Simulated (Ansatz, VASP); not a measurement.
C in VASP and in Ansatz

```
C
1.0
     0.00000    1.80342    1.80342
     1.80342    0.00000    1.80342
     1.80342    1.80342    0.00000
C
2
Direct
  0.00000 0.00000 0.00000
  0.25000 0.25000 0.25000
```

Alike in both runs: task single point; functional PBE; k mesh 10 × 10 × 10; no spin polarisation.

|  | VASP | Ansatz |
| --- | --- | --- |
| version | VASP 6.6.1 | Ansatz 0.2.0 |
| potentials or method | VASP PAW PBE potentials, release 64 (C) | plane waves, PAW |
| plane-wave cutoff (eV) | 600 | 420 |
| occupations | gaussian, width 0.01 eV | fixed |
| valence electrons in the cell | 8 | 8 |

```csv
,VASP,Ansatz,Ansatz less VASP
gap on the k mesh at the Fermi level (eV),4.10,4.11,+0.011
pressure (GPa),-12.1,-12.1,+0.08
```
